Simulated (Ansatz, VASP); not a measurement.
**Mn in VASP and in Ansatz**

File INCAR:

```
ALGO = Normal ; EDIFF = 1E-6
ENCUT = 520 ; GGA = PS
ISIF = 2 ; ISMEAR = -1
ISPIN = 2 ; LASPH = True
LCHARG = True ; LELF = True
LMAXMIX = 4 ; LORBIT = 11
LREAL = False ; LVHAR = True
LWAVE = False ; MAGMOM = 1.918 -1.918
NBANDS = 24 ; NELM = 150
PREC = Accurate ; SIGMA = 0.05
```

Contents of KPOINTS:

```
k-points
0
Gamma
  13 13 13
```

Contents of POSCAR:

```
Mn
1.0
    0.0000000000      2.4053271854      2.4053271854
    2.4053271854      0.0000000000      2.4053271854
    2.4053271854      2.4053271854      0.0000000000
Mn
2
Direct
    0.0000000000      0.0000000000      0.0000000000
    0.5000000000      0.5000000000      0.5000000000
```

Input for Ansatz:

```yaml
crystal:
  lattice:
    - [0.0, 2.4053271854, 2.4053271854]
    - [2.4053271854, 0.0, 2.4053271854]
    - [2.4053271854, 2.4053271854, 0.0]
  atoms:
    - { symbol: Mn, position: [0.0, 0.0, 0.0], spin: 1.918 }
    - { symbol: Mn, position: [0.5, 0.5, 0.5], spin: -1.918 }
hamiltonian:
  xc: pbesol
  pseudopotentials:
    kind: paw
    azcp:
      Mn: "pseudopotentials/Mn.paw.azcp"
basis:
  ecutwfc: 420
  fft_grid_basis: typed
kpoints:
  mp_grid: { grid: [13, 13, 13], shift: [0, 0, 0] }
magnetization:
  spin_polarized: true
scf:
  occupations: { method: fermi_dirac, width: 0.05 }
  lower_state_search: "off"
output:
  stress: true
```

Alike in both runs: task single point; functional PBEsol; k mesh 13 × 13 × 13; occupations fermi-dirac, width 0.05 eV; collinear spin.

|  | VASP | Ansatz |
| --- | --- | --- |
| version | VASP 6.6.1 | Ansatz 0.2.0 |
| potentials or method | VASP PAW PBE potentials, release 64 (Mn_pv), cutoff 520 eV | plane waves (420 eV) with PAW, scalar-relativistic |
| valence electrons in the cell | 26 | 30 |

```csv
,VASP,Ansatz,Ansatz less VASP
pressure (GPa),-10.2,-10.3,-0.14
net moment per atom (μB),0.00,0.00,0.000
size of the moment on the site where the two differ most (μB),2.49,2.38,-0.114
```

VASP's potentials were made for PBE, not for PBEsol, and Ansatz warns of the same on its side. Site moments also hang on the region over which each program counts them. VASP's potentials hold 26 valence electrons a cell and Ansatz's 30, so a difference there can come from the potentials and not from the codes.
